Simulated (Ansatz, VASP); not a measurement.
One calculation of Cr3N, two programs

```
Cr N
1.0
     0.00000    2.74582    2.74582
     2.74582    0.00000    2.74582
     2.74582    2.74582    0.00000
Cr N
3 1
Direct
  0.50000 0.50000 0.50000
  0.25000 0.25000 0.25000
  0.75000 0.75000 0.75000
  0.00000 0.00000 0.00000
```

Change from the starting cell: species swapped into the LaMg3 type (Fm-3m, No. 225).

Alike in both runs: functional PBE; k mesh 14 × 14 × 14; occupations gaussian, width 0.1 eV; collinear spin.

Ansatz relaxed the structure, and its values are those at the end. VASP's run is a single point on that final structure, the one shown.

```csv
,VASP,Ansatz
version,VASP 6.6.1,Ansatz 0.2.0
potentials or method,"VASP PAW PBE potentials, release 64 (Cr_pv, N), cutoff 520 eV","scalar-relativistic, plane waves, PAW"
valence electrons in the cell,41,47
```

VASP gave:

```
gap on the k mesh at the Fermi level (eV)                     : none
pressure (GPa)                                                : 0.0
net moment per atom (μB)                                      : 0.22
size of the moment on the site where the two differ most (μB) : 1.39
```

Q: What did Ansatz give for the same quantities?

A: gap on the k mesh at the Fermi level (eV): none; pressure (GPa): 0.0; net moment per atom (μB): 0.22; size of the moment on the site where the two differ most (μB): 1.26.

Site moments also hang on the region over which each program counts them. A gap of «none» marks a metal or a gap that the smearing closes. The functional is the same, so the differences come from potentials, cutoffs and numerics. VASP's potentials hold 41 valence electrons a cell and Ansatz's 47, so a difference there can come from the potentials and not from the codes.
